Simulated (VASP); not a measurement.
Write the native input for VASP 6.6.1 that does the following.

```yaml
Task: single point
Functional: r2SCAN
Potentials_or_basis: VASP PAW PBE potentials, release 64 (Sn_d, O_h)
Cutoff: 910 eV
k_mesh: 8 × 8 × 8
Occupations: fermi-dirac, width 0.02 eV
Spin: no spin polarisation
Dipole_correction: no
Second_run: hard_potentials
Further_INCAR_settings: ALGO = Normal; EDIFF = 1e-06; NBANDS = 20
```

The system is SnO2.

```
Sn O
1.0
     0.00000    2.53347    2.53347
     2.53347    0.00000    2.53347
     2.53347    2.53347    0.00000
Sn O
1 2
Direct
  0.00000 0.00000 0.00000
  0.75000 0.75000 0.75000
  0.25000 0.25000 0.25000
```

One way to write it, as run:

POSCAR

```
SnO2
1.0
    0.0000000000      2.5334672578      2.5334672578
    2.5334672578      0.0000000000      2.5334672578
    2.5334672578      2.5334672578      0.0000000000
Sn O
1 2
Direct
    0.0000000000      0.0000000000      0.0000000000
    0.7500000000      0.7500000000      0.7500000000
    0.2500000000      0.2500000000      0.2500000000
```

INCAR.step1

```
SYSTEM = SnO2
PREC     = Accurate       ! precision mode
ENCUT    = 910            ! plane-wave cutoff, eV
ISMEAR   = -1             ! smearing method
SIGMA    = 0.02           ! smearing width, eV
LREAL    = .False.        ! projectors in reciprocal space
LASPH    = .True.         ! aspherical terms in the spheres
NELM     = 120            ! most SCF steps
NBANDS   = 20             ! bands
GGA      = PE             ! functional
ALGO     = Normal         ! electronic algorithm
EDIFF    = 1E-5           ! SCF threshold, eV
LWAVE    = .True.         ! write WAVECAR
LCHARG   = .False.        ! write CHGCAR
GGA_COMPAT= .False.
```

INCAR.step2

```
SYSTEM = SnO2
PREC     = Accurate       ! precision mode
ENCUT    = 910            ! plane-wave cutoff, eV
EDIFF    = 1E-6           ! SCF threshold, eV
ISMEAR   = -1             ! smearing method
SIGMA    = 0.02           ! smearing width, eV
LREAL    = .False.        ! projectors in reciprocal space
LASPH    = .True.         ! aspherical terms in the spheres
NELM     = 120            ! most SCF steps
ALGO     = Normal         ! electronic algorithm
ISIF     = 2              ! what is computed and relaxed
LWAVE    = .False.        ! write WAVECAR
LCHARG   = .True.         ! write CHGCAR
METAGGA  = R2SCAN         ! meta-GGA
LMIXTAU  = .True.       
LELF     = .True.         ! ELF
LVHAR    = .True.       
NBANDS   = 20             ! bands
ISTART   = 1            
GGA_COMPAT= .False.
```

KPOINTS

```
Automatic mesh
0
Gamma
  8 8 8
  0 0 0
```

Potentials or basis: VASP PAW PBE potentials, release 64 (Sn_d, O_h).

Command:

```console
$ cat potpaw_PBE.64/Sn_d/POTCAR potpaw_PBE.64/O_h/POTCAR > POTCAR
$ cp INCAR.step1 INCAR
$ mpirun -np 1 vasp_std > vasp.out
$ cp INCAR.step2 INCAR
$ mpirun -np 1 vasp_std > vasp.out
```

It gave:

* Pressure: 1.0 GPa
* Band gap on the k mesh: 0.86 eV, indirect (least direct gap 2.29 eV)

Caveat: the cutoff is under 1.25 times the usual one of these potentials, so pressure, stress and relaxed cells hold a basis-set (Pulay) error; the PAW data sets were made with another functional, which shifts forces and pressure a little; spin-orbit coupling is left out, which moves the levels of the heavy elements.

Run time: 3.1 min on 1 thread of Intel(R) Xeon(R) Platinum 8259CL CPU @ 2.50GHz (Skylake/Cascade Lake), on a shared host, peak memory 0.24 GiB.
